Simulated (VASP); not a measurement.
Crystal: Ru.

```
Ru
1.0
    -2.34247    2.34247    1.35827
     2.34247   -2.34247    1.35827
     2.34247    2.34247   -1.35827
Ru
2
Direct
  0.00000 0.00000 0.00000
  0.75000 0.25000 0.50000
```

Base run:

| Property | Result |
| --- | --- |
| Program | VASP 6.6.1 |
| Functional | PBEsol |
| Potentials or basis | VASP PAW PBE potentials, release 64 (Ru_sv) |
| Cutoff | 600 eV |
| k mesh | 8 × 8 × 8 |
| Occupations | gaussian, width 0.1 eV |
| Spin | no spin polarisation |

Its results: band gap on the k mesh zero (band 16 reaches 14.09 eV, above the bottom of band 17 at 12.64 eV); pressure -0.2 GPa.

The run is repeated on the same cell with these changes: potentials or basis from VASP PAW PBE potentials, release 64 (Ru_sv) to VASP PAW PBE potentials, release 64 (Ru_pv); cutoff from 600 eV to 520 eV; further incar settings from ALGO = Normal; EDIFF = 1e-06; NBANDS = 23 to ALGO = Normal; EDIFF = 1e-07; NBANDS = 21; valence electrons from 32 to 28. What comes out?

Band gap on the k mesh zero (band 14 reaches 11.96 eV, above the bottom of band 15 at 10.52 eV); pressure 0.2 GPa.

Caveats: the PAW data sets were made with another functional, which shifts forces and pressure a little.
